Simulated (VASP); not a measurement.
HF:

```
H F
1.0
     0.00000    2.04306    2.04306
     2.04306    0.00000    2.04306
     2.04306    2.04306    0.00000
H F
1 1
Direct
  0.00000 0.00000 0.00000
  0.50000 0.50000 0.50000
```

```yaml
Program: VASP 6.6.1
Task: relaxation of cell and atoms
Functional: PBEsol
Potentials_or_basis: VASP PAW PBE potentials, release 64 (H, F)
Cutoff: 600 eV
k_mesh: 8 × 8 × 8
Occupations: fermi-dirac, width 0.03 eV
Spin: no spin polarisation
```

At the start: pressure -27.1 GPa; volume 8.53 Å³/atom.

**Question.** How do energy, volume and symmetry change on relaxing?

**Answer.** Over 8 steps the energy falls by 460.4 meV/atom and the volume is 5.08 Å³/atom (-40.4 %); space group Fm-3m (No. 225, to 0.05 Å).

Step by step:
```csv
step,energy change (eV),largest force (eV/Å),pressure (GPa),volume (Å³)
1,0.0000,0.0000,-27.09,17.06
2,-0.5559,0.0000,-25.21,13.74
3,0.5346,0.0000,184.46,6.42
4,-0.8262,0.0000,-16.86,11.75
5,-0.9109,0.0000,7.54,9.73
6,-0.9205,0.0000,-1.28,10.25
7,-0.9208,0.0000,0.44,10.14
8,-0.9208,0.0000,0.04,10.16
```

Final structure:
```
CELL_PARAMETERS angstrom
0.00000 1.71910 1.71910
1.71910 0.00000 1.71910
1.71910 1.71910 0.00000
ATOMIC_POSITIONS crystal
H 0.00000 0.00000 0.00000
F 0.50000 0.50000 0.50000
```

Caveat: the volume moved by over 15 % at a fixed basis, so the end points are rough; the PAW data sets were made with another functional, which shifts forces and pressure a little.
